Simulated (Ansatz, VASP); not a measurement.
# B in VASP and in Ansatz

```
CELL_PARAMETERS angstrom
2.89419 1.67096 3.97032
-2.89419 1.67096 3.97032
0.00000 -3.34192 3.97032
ATOMIC_POSITIONS crystal
B 0.50000 0.50000 0.50000
B 0.80638 0.30102 0.80638
B 0.80638 0.80638 0.30102
B 0.30102 0.80638 0.80638
B 0.19362 0.69898 0.19362
B 0.69898 0.19362 0.19362
B 0.19362 0.19362 0.69898
B 0.00665 0.32997 0.00665
B 0.00665 0.00665 0.32997
B 0.32997 0.00665 0.00665
B 0.99335 0.67003 0.99335
B 0.67003 0.99335 0.99335
B 0.99335 0.99335 0.67003
B 0.63590 0.63590 0.63590
B 0.36410 0.36410 0.36410
```

Alike in both runs: functional PBEsol; k mesh 9 × 9 × 9; occupations gaussian, width 0.1 eV; no spin polarisation.

Ansatz relaxed the structure, and its values are those at the end. VASP's run is a single point on that final structure, the one shown.

|  | VASP | Ansatz |
| --- | --- | --- |
| version | VASP 6.6.1 | Ansatz 0.2.0 |
| potentials or method | VASP PAW PBE potentials, release 64 (B), cutoff 520 eV | scalar-relativistic, plane waves, PAW |
| valence electrons in the cell | 45 | 45 |

|  | VASP | Ansatz | Ansatz less VASP |
| --- | --- | --- | --- |
| gap on the k mesh at the Fermi level (eV) | none | none | - |
| pressure (GPa) | 0.3 | 0.0 | -0.28 |
| rms of the force components (eV/Å) | 0.011 | 0.004 | -0.0069 |

VASP's potentials were made for PBE, not for PBEsol. A gap of «none» marks a metal or a gap that the smearing closes.
